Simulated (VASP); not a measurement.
Set up this calculation in VASP 6.6.1, as the native input.

| Quantity | Value |
| --- | --- |
| Task | single point |
| Functional | PBEsol |
| Potentials or basis | VASP PAW PBE potentials, release 64 (Ga_d, Sb) |
| Cutoff | 500 eV |
| k mesh | 8 × 8 × 8 |
| Occupations | methfessel-paxton, width 0.05 eV |
| Spin | no spin polarisation |
| Dipole correction | no |
| Further INCAR settings | ALGO = Normal; EDIFF = 1e-06; NBANDS = 16 |

The structure of GaSb lies in POSCAR:

```
GaSb
1.0
   -2.7534340000      2.7534340000      1.5907070000
    2.7534340000     -2.7534340000      1.5907070000
    2.7534340000      2.7534340000     -1.5907070000
Ga Sb
1 1
Direct
    0.2500000000      0.7500000000      0.5000000000
    0.0000000000      0.0000000000      0.0000000000
```

These files were run (other wordings do the same):

INCAR

```
  PREC = Accurate
  ENCUT = 500
  EDIFF = 1E-6
  ISMEAR = 1
  SIGMA = 0.05
  LREAL = False
  LASPH = True
  NELM = 120
  ALGO = Normal
  ISIF = 2
  LWAVE = False
  LCHARG = False
  GGA = PS
  NBANDS = 16
  GGA_COMPAT = False
```

KPOINTS

```
regular mesh
0
Gamma
  8 8 8
```

Potentials or basis: VASP PAW PBE potentials, release 64 (Ga_d, Sb).

Launch:

```sh
$ cat potpaw_PBE.64/Ga_d/POTCAR potpaw_PBE.64/Sb/POTCAR > POTCAR
$ mpirun -np 1 vasp_std > vasp.out
```

It gave:

| Item | Value |
| --- | --- |
| Pressure | -2.8 GPa |
| Band gap on the k mesh | zero (band 9 reaches 8.19 eV, above the bottom of band 10 at 4.37 eV) |

Caveat: the PAW data sets were made with another functional, which shifts forces and pressure a little; spin-orbit coupling is left out, which moves the levels of the heavy elements.

It took 12 s on 1 thread of Intel(R) Xeon(R) 6975P-C (Granite Rapids), with other jobs on the host, peak memory 0.2 GiB.
